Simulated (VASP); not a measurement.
# BN: single point with r2SCAN

The system is BN.

```xyz
2
Lattice="0.0000 1.8130 1.8130 1.8130 0.0000 1.8130 1.8130 1.8130 0.0000" Properties=species:S:1:pos:R:3 pbc="T T T"
B     0.0000    0.0000    0.0000
N     2.7195    2.8445    2.7195
```

This cell differs from its parent crystal: all N atoms moved +0.125 Å, as atom 2 along Cartesian [0 1 0].

```yaml
Program: VASP 6.6.1
Task: single point
Functional: r2SCAN
Potentials_or_basis: VASP PAW PBE potentials, release 64 (B, N)
Cutoff: 520 eV
k_mesh: 12 × 12 × 12
Occupations: gaussian, width 0.05 eV
Spin: no spin polarisation
```

The pressure is 0.3 GPa, the largest force is 2.862 eV/Å and the band gap on the k mesh is 3.84 eV (least direct gap 7.99 eV).

Forces in eV/Å, atoms in the order of the input:
```
B    0.000  2.862  0.000
N    0.000 -2.862  0.000
```

Stress tensor (GPa, compression positive):
```
 0.87  0.00  0.79
 0.00 -0.85  0.00
 0.79  0.00  0.87
```

Levels at points of the mesh, in eV from the valence-band top:
```
           k point  band 1  band 2  band 3  band 4  band 5  band 6  band 7  band 8  band 9
(0.00, 0.00, 0.00)  -22.13   -2.23   -0.80    0.00    7.99    8.29    9.67   10.05   24.87
(0.50, 0.00, 0.00)  -17.89  -11.72   -3.97   -2.18    8.44   10.11   11.74   14.87   24.10
(0.00, 0.50, 0.00)  -17.93  -12.15   -3.46   -2.07    9.38    9.38   12.54   15.70   22.91
(0.50, 0.50, 0.00)  -16.54  -10.28   -5.88   -5.87    3.84    8.40   18.51   18.69   21.02
(0.50, 0.00, 0.50)  -16.47  -10.19   -6.65   -5.50    4.05    8.88   17.30   19.38   20.49
```

Wall time 3.9 min on 1 thread of Intel Xeon 8259CL, with other jobs on the host, peak memory 0.15 GiB.

Caveat: the cell differs from its parent crystal (all N atoms moved +0.125 Å, as atom 2 along Cartesian [0 1 0]); the PAW data sets were made with another functional, which shifts forces and pressure a little. A k mesh can miss the band edges.
